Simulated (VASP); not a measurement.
Crystal: AlFe.

```
CELL_PARAMETERS angstrom
2.91000 0.00000 0.00000
0.00000 2.91000 0.00000
0.00000 0.00000 2.91000
ATOMIC_POSITIONS crystal
Fe 0.50000 0.50000 0.50000
Al 0.00000 0.00000 0.00000
```

```yaml
Program: VASP 6.6.1
Task: relaxation of cell and atoms
Functional: revPBE
Dispersion: D4
Potentials_or_basis: VASP PAW PBE potentials, release 64 (Fe, Al)
Cutoff: 600 eV
k_mesh: 9 × 9 × 9
Occupations: fermi-dirac, width 0.05 eV
Spin: collinear spin, ferromagnetic start
Starting_moments: "[3.0, 0.0] μB"
```

At the start: pressure -11.9 GPa; volume 12.32 Å³/atom.

How do energy, volume and symmetry change on relaxing?

Over 3 steps the energy falls by 33.9 meV/atom and the volume is 11.46 Å³/atom (-7.0 %); space group Pm-3m (No. 221, to 0.1 Å) before and after; moment 0.61 μB per cell.

Step by step:
| step | energy change (eV) | largest force (eV/Å) | pressure (GPa) | volume (Å³) |
| --- | --- | --- | --- | --- |
| 1 | 0.0000 | 0.0000 | -11.86 | 24.64 |
| 2 | -0.0126 | 0.0000 | 13.62 | 21.53 |
| 3 | -0.0678 | 0.0000 | -0.09 | 22.93 |

Final structure:
```xyz
2
Lattice="2.8409 0.0000 0.0000 0.0000 2.8409 0.0000 0.0000 0.0000 2.8409" Properties=species:S:1:pos:R:3 pbc="T T T"
Fe    1.4205    1.4205    1.4205
Al    0.0000    0.0000    0.0000
```

Caveat: the PAW data sets were made with another functional, which shifts forces and pressure a little.
